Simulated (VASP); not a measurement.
# Ca3Y3Au (Pm-3m) in VASP: relaxation of cell and atoms with PBE

Aim: the relaxation of cell and atoms of Ca3Y3Au with PBE.

Program: VASP 6.6.1. These are calculated values, not measurements. Logs are shortened: lines on timing, memory, paths and dates and some standing lists are left out, and cuts for length are marked.

### Step 1. The cell of the first run

It takes space group Pm-3m (No. 221, cubic). Conventional cell: a = 5.566 Å, b = 5.566 Å, c = 5.566 Å, α = 90.00°, β = 90.00°, γ = 90.00°. Ca (site symmetry 4/mmm) has 4 Y at 2.78 Å within 3.7 Å. Y (site symmetry 4/mmm) has 4 Ca at 2.78 Å and 2 Au at 2.78 Å within 3.7 Å. Au (site symmetry m-3m) has 6 Y at 2.78 Å within 3.7 Å.

The cell was built from a structure type or drawn by symmetry, and may not be a known phase.

### Step 2. Relaxation of cell and atoms, PBE

Contents of INCAR:

```
  PREC = Accurate
  ENCUT = 600
  EDIFF = 1E-6
  ISMEAR = 0
  SIGMA = 0.1
  LREAL = False
  LASPH = True
  NELM = 100
  ALGO = Normal
  ISIF = 3
  LWAVE = False
  LCHARG = False
  GGA = PE
  IBRION = 2
  NSW = 90
  EDIFFG = -0.04
```

Contents of KPOINTS:

```
Automatic mesh
0
Gamma
  4 4 4
```

Contents of POSCAR:

```
Ca3Y3Au
1.0
    5.5655835400      0.0000000000      0.0000000000
    0.0000000000      5.5655835400      0.0000000000
    0.0000000000      0.0000000000      5.5655835400
Ca Y Au
3 3 1
Direct
    0.0000000000      0.5000000000      0.0000000000
    0.5000000000      0.0000000000      0.0000000000
    0.0000000000      0.0000000000      0.5000000000
    0.0000000000      0.5000000000      0.5000000000
    0.5000000000      0.5000000000      0.0000000000
    0.5000000000      0.0000000000      0.5000000000
    0.5000000000      0.5000000000      0.5000000000
```

Potentials or basis: VASP PAW PBE potentials, release 64 (Ca_sv, Y_sv, Au).

Launch:

```bash
> cat potpaw_PBE.64/Ca_sv/POTCAR potpaw_PBE.64/Y_sv/POTCAR potpaw_PBE.64/Au/POTCAR > POTCAR
> mpirun -np 1 vasp_std > vasp.out
```

OUTCAR:

```text
PREC = Accurate
   ENCUT = 600
   EDIFF = 1E-6
   ISMEAR = 0
   LREAL = False
   LASPH = True
   NELM = 100
   ISIF = 3
   GGA = PE
   IBRION = 2
   NSW = 90
   EDIFFG = -0.04

 ion  position               nearest neighbor table
   1  0.000  0.500  0.000-   4 2.78   5 2.78   4 2.78   5 2.78
   2  0.500  0.000  0.000-   5 2.78   6 2.78   6 2.78   5 2.78
   3  0.000  0.000  0.500-   4 2.78   6 2.78   4 2.78   6 2.78
   4  0.000  0.500  0.500-   1 2.78   3 2.78   7 2.78   1 2.78   3 2.78   7 2.78   5 3.94   5 3.94
                             6 3.94   5 3.94   6 3.94   6 3.94   5 3.94   6 3.94
   5  0.500  0.500  0.000-   1 2.78   2 2.78   7 2.78   7 2.78   2 2.78   1 2.78   6 3.94   6 3.94
                             4 3.94   6 3.94   6 3.94   4 3.94   4 3.94   4 3.94
   6  0.500  0.000  0.500-   2 2.78   3 2.78   7 2.78   2 2.78   7 2.78   3 2.78   5 3.94   4 3.94
                             5 3.94   4 3.94   5 3.94   5 3.94   4 3.94   4 3.94
   7  0.500  0.500  0.500-   4 2.78   5 2.78   6 2.78   5 2.78   6 2.78   4 2.78

  LATTYP: Found a simple cubic cell.
 ALAT       =     5.5655835400

  Lattice vectors:

 A1 = (   5.5655835400,   0.0000000000,   0.0000000000)
 A2 = (   0.0000000000,   5.5655835400,   0.0000000000)
 A3 = (   0.0000000000,   0.0000000000,   5.5655835400)

Analysis of symmetry for initial positions (statically):
=====================================================================
 Subroutine PRICEL returns:
 Original cell was already a primitive cell.

 Routine SETGRP: Setting up the symmetry group for a
 simple cubic supercell.

 Subroutine GETGRP returns: Found 48 space group operations
 (whereof 48 operations were pure point group operations)
 out of a pool of 48 trial point group operations.

The static configuration has the point symmetry O_h .

Analysis of symmetry for dynamics (positions and initial velocities):
=====================================================================
 Subroutine PRICEL returns:
 Original cell was already a primitive cell.

 Routine SETGRP: Setting up the symmetry group for a
 simple cubic supercell.

 Subroutine GETGRP returns: Found 48 space group operations
 (whereof 48 operations were pure point group operations)
 out of a pool of 48 trial point group operations.

The dynamic configuration has the point symmetry O_h .

 Subroutine INISYM returns: Found 48 space group operations
 (whereof 48 operations are pure point group operations),
 and found     1 'primitive' translations

----------------------------------------------------------------------------------------

                                     Primitive cell

  volume of cell :     172.3980

  direct lattice vectors                    reciprocal lattice vectors
     5.565583540  0.000000000  0.000000000     0.179675679  0.000000000  0.000000000
     0.000000000  5.565583540  0.000000000     0.000000000  0.179675679  0.000000000
     0.000000000  0.000000000  5.565583540     0.000000000  0.000000000  0.179675679

  length of vectors
     5.565583540  5.565583540  5.565583540     0.179675679  0.179675679  0.179675679

  position of ions in fractional coordinates (direct lattice)
     0.000000000  0.500000000  0.000000000
     0.500000000  0.000000000  0.000000000
     0.000000000  0.000000000  0.500000000
     0.000000000  0.500000000  0.500000000
     0.500000000  0.500000000  0.000000000
     0.500000000  0.000000000  0.500000000
     0.500000000  0.500000000  0.500000000

  ion indices of the primitive-cell ions
   primitive index   ion index
                 1           1
                 2           2
                 3           3
                 4           4
                 5           5
                 6           6
                 7           7

----------------------------------------------------------------------------------------

 KPOINTS: Automatic mesh

Automatic generation of k-mesh.
 Grid dimensions read from file:
 generate k-points for:    4    4    4

 Generating k-lattice:

  Cartesian coordinates                     Fractional coordinates (reciprocal lattice)
     0.044918920  0.000000000  0.000000000     0.250000000  0.000000000  0.000000000
     0.000000000  0.044918920  0.000000000     0.000000000  0.250000000  0.000000000
     0.000000000  0.000000000  0.044918920     0.000000000  0.000000000  0.250000000

  Length of vectors
     0.044918920  0.044918920  0.044918920

  Shift w.r.t. Gamma in fractional coordinates (k-lattice)
     0.000000000  0.000000000  0.000000000

 Subroutine IBZKPT returns following result:
 ===========================================

 Found     10 irreducible k-points:

 Following reciprocal coordinates:
            Coordinates               Weight
  0.000000  0.000000  0.000000      1.000000
  0.250000  0.000000  0.000000      6.000000
  0.500000  0.000000  0.000000      3.000000
  0.250000  0.250000  0.000000     12.000000
  0.500000  0.250000  0.000000     12.000000
  0.500000  0.500000  0.000000      3.000000
  0.250000  0.250000  0.250000      8.000000
  0.500000  0.250000  0.250000     12.000000
  0.500000  0.500000  0.250000      6.000000
  0.500000  0.500000  0.500000      1.000000
   k-points           NKPTS =     10   k-points in BZ     NKDIM =     10   number of bands    NBANDS=     44
   number of dos      NEDOS =    301   number of ions     NIONS =      7
   total plane-waves  NPLWV = 110592
   dimension x,y,z NGX =    48 NGY =   48 NGZ =   48
   dimension x,y,z NGXF=    96 NGYF=   96 NGZF=   96
   ions per type =               3   3   1
   NGX,Y,Z   is equivalent  to a cutoff of  14.34, 14.34, 14.34 a.u.
   NGXF,Y,Z  is equivalent  to a cutoff of  28.68, 28.68, 28.68 a.u.
 SYSTEM =  unknown system
   PREC   = accura    normal or accurate (medium, high low for compatibility)
   ISTART =      0    job   : 0-new  1-cont  2-samecut
   ICHARG =      2    charge: 1-file 2-atom 10-const
   ISPIN  =      1    spin polarized calculation?
   LNONCOLLINEAR =      F non collinear calculations
   LSORBIT =      F    spin-orbit coupling
   LASPH  =      T    aspherical Exc in radial PAW
   ENCUT  =  600.0 eV  44.10 Ry    6.64 a.u.  11.12 11.12 11.12*2*pi/ulx,y,z
   NELM   =    100;   NELMIN=  2; NELMDL= -5     # of ELM steps
   EDIFF  = 0.1E-05   stopping-criterion for ELM
   LREAL  =      F    real-space projection
   EDIFFG = -.4E-01   stopping-criterion for IOM
   NSW    =     90    number of steps for IOM
   IBRION =      2    ionic relax: 0-MD 1-quasi-New 2-CG
   NFREE  =      1    steps in history (QN), initial steepest desc. (CG)
   ISIF   =      3    stress and relaxation
   ISYM   =      2    0-nonsym 1-usesym 2-fastsym
   POTIM  = 0.5000    time-step for ionic-motion
   TEBEG  =    0.0;   TEEND  =   0.0 temperature during run
   PSTRESS=    0.0 pullay stress
   NELECT =      74.0000    total number of electrons
   NUPDOWN=      -1.0000    fix difference up-down
   EMIN   =  10.00;   EMAX   =-10.00  energy-range for DOS
   EFERMI =   0.00;   METHOD = LEGACY
   ISMEAR =     0;   SIGMA  =   0.10  broadening in eV -4-tet -1-fermi 0-gaus
   EFERMI_NEDOS =   21; number of points for ismear=-14 and -15
   IALGO  =     38    algorithm
   IMIX   =      4    mixing-type and parameters
     AMIX     =   0.40;   BMIX     =  1.00
     AMIX_MAG =   1.60;   BMIX_MAG =  1.00
  volume/ion in A,a.u.               =      24.63       166.20
  Fermi-wavevector in a.u.,A,eV,Ry     =   1.234927  2.333674 20.749500  1.525045
  Thomas-Fermi vector in A             =   2.369597
   LORBIT       =      0    0 simple, 1 ext, 2 COOP (PROOUT), +10 PAW based schemes
   GGA     = PE    functional components
   LHFCALC =     F    Hartree Fock is set to
   AEXX    =    0.0000 exact exchange contribution
   IVDW    =     0    specifies the selected vdW correction
   LEPSILON=     F    determine dielectric tensor
   LRPA    =     F    only Hartree local field effects (RPA)
 conjugate gradient relaxation of ions
 non-spin polarized calculation
 Gauss-broadening in eV      SIGMA  =   0.10
  energy-cutoff  :      600.00
  volume of cell :      172.40
 maximum number of plane-waves:      5832
 NGX is ok and might be reduce to    48
   NGX = 23   NGY = 23   NGZ = 23

--------------------------------------- Ionic step        1  -------------------------------------------

 number of electron      74.0000010 magnetization

 Free energy of the ion-electron system (eV)
  ---------------------------------------------------
  ext. energy  EPLUGINS =         0.00000000
  ---------------------------------------------------
  free energy    TOTEN  =       -21.38673542 eV

  energy without entropy =      -21.36391976  energy(sigma->0) =      -21.37532759

 E-fermi :   4.6813     XC(G=0): -10.0735

 val. band max:        4.6141945021   @ k =   0.5000   0.2500   0.0000
 cond. band min:       4.7460524658   @ k =   0.5000   0.5000   0.2500
 fundamental gap:      0.1318579637
 Fermi energy:         4.6812713144

 k-point     1 :       0.0000    0.0000    0.0000
  band No.  band energies     occupation
      1     -37.9869      2.00000
      2     -37.9297      2.00000
      3     -37.9297      2.00000
      4     -36.3378      2.00000
      5     -36.3378      2.00000
      6     -36.3099      2.00000
[... 522 lines left out ...]
 POSITION                                       TOTAL-FORCE (eV/Angst)
 -----------------------------------------------------------------------------------
     -0.00000      3.13856      0.00000         0.000000      0.000000      0.000000
      3.13856      0.00000      0.00000         0.000000      0.000000      0.000000
     -0.00000     -0.00000      3.13856         0.000000     -0.000000      0.000000
     -0.00000      3.13856      3.13856        -0.000000     -0.000000      0.000000
      3.13856      3.13856      0.00000         0.000000      0.000000      0.000000
      3.13856     -0.00000      3.13856         0.000000     -0.000000      0.000000
      3.13856      3.13856      3.13856        -0.000000     -0.000000      0.000000
 -----------------------------------------------------------------------------------
    total drift:                                0.000000      0.000000      0.000000

  FREE ENERGIE OF THE ION-ELECTRON SYSTEM (eV)
  ---------------------------------------------------
  free  energy   TOTEN  =       -24.4443285028 eV

  energy  without entropy=      -24.4023204177  energy(sigma->0) =      -24.42332446

--------------------------------------- Ionic step        3  -------------------------------------------

 number of electron      73.9999999 magnetization

 Free energy of the ion-electron system (eV)
  ---------------------------------------------------
  ext. energy  EPLUGINS =         0.00000000
  ---------------------------------------------------
  free energy    TOTEN  =       -24.44622248 eV

  energy without entropy =      -24.40163781  energy(sigma->0) =      -24.42393015

 E-fermi :   2.4954     XC(G=0):  -8.5798

 val. band max:        2.4446065843   @ k =   0.5000   0.2500   0.0000
 cond. band min:       2.5055523916   @ k =   0.5000   0.0000   0.0000
 fundamental gap:      0.0609458073
 Fermi energy:         2.4953611577

 k-point     1 :       0.0000    0.0000    0.0000
  band No.  band energies     occupation
      1     -40.8259      2.00000
      2     -40.8205      2.00000
      3     -40.8205      2.00000
      4     -39.0631      2.00000
      5     -39.0631      2.00000
      6     -39.0625      2.00000
[... 481 lines left out ...]
 POSITION                                       TOTAL-FORCE (eV/Angst)
 -----------------------------------------------------------------------------------
     -0.00000      3.15535      0.00000         0.000000      0.000000      0.000000
      3.15535      0.00000      0.00000         0.000000      0.000000      0.000000
     -0.00000     -0.00000      3.15535         0.000000     -0.000000      0.000000
     -0.00000      3.15535      3.15535        -0.000000     -0.000000      0.000000
      3.15535      3.15535      0.00000         0.000000      0.000000      0.000000
      3.15535     -0.00000      3.15535         0.000000     -0.000000      0.000000
      3.15535      3.15535      3.15535        -0.000000     -0.000000      0.000000
 -----------------------------------------------------------------------------------
    total drift:                                0.000000      0.000000      0.000000

  FREE ENERGIE OF THE ION-ELECTRON SYSTEM (eV)
  ---------------------------------------------------
  free  energy   TOTEN  =       -24.4462224848 eV

  energy  without entropy=      -24.4016378141  energy(sigma->0) =      -24.42393015

 reached required accuracy - stopping structural energy minimisation
```

Wall time 3.7 min (1 thread of Intel Xeon 6975P-C (Granite Rapids), shared host); peak memory 0.4 GiB.

Results:

* Free energy: -24.4462 eV
* Relaxed volume: 35.90 Å³/atom
* Relaxed cell: a = 6.311 Å, b = 6.311 Å, c = 6.311 Å, α = 90.00°, β = 90.00°, γ = 90.00°
* Space group after relaxing (to 0.1 Å): Pm-3m (No. 221)
* Energy gained by relaxing: 437.1 meV/atom
* Ionic steps: 3
* Pressure after relaxing: -0.1 GPa
* Band gap on the k mesh: zero (bands 37 and 38 overlap by 0.19 eV)

Step by step:
```tsv
step	energy change (eV)	largest force (eV/Å)	pressure (GPa)	volume (Å³)
1	0.0000	0.0000	17.24	172.40
2	-3.0576	0.0000	0.26	247.33
3	-3.0595	0.0000	-0.10	251.32
```

Final structure:
```
Ca Y Au
1.0
     6.31070    0.00000    0.00000
     0.00000    6.31070    0.00000
     0.00000    0.00000    6.31070
Ca Y Au
3 3 1
Cartesian
  0.0000 3.1553 0.0000
  3.1553 0.0000 0.0000
  0.0000 0.0000 3.1553
  0.0000 3.1553 3.1553
  3.1553 3.1553 0.0000
  3.1553 0.0000 3.1553
  3.1553 3.1553 3.1553
```

Levels at points of the mesh, in eV from the Fermi level:
```
           k point  band 33  band 34  band 35  band 36  band 37  band 38  band 39  band 40  band 41  band 42
(0.00, 0.00, 0.00)    -1.11    -0.43    -0.43    -0.43     0.05     0.05     0.05     0.13     0.13     0.46
(0.50, 0.00, 0.00)    -0.56    -0.56    -0.32    -0.18    -0.18    -0.12     0.01     0.13     0.47     0.61
(0.50, 0.50, 0.00)    -1.19    -0.83    -0.50     0.04     0.04     0.18     0.84     0.84     1.05     1.05
(0.50, 0.50, 0.50)    -1.74    -1.06    -0.58    -0.58    -0.58     0.88     0.88     0.88     1.08     1.08
```

Caveat: the volume moved by over 15 % at a fixed basis, so the end points are rough; spin-orbit coupling is left out, which moves the levels of the heavy elements.
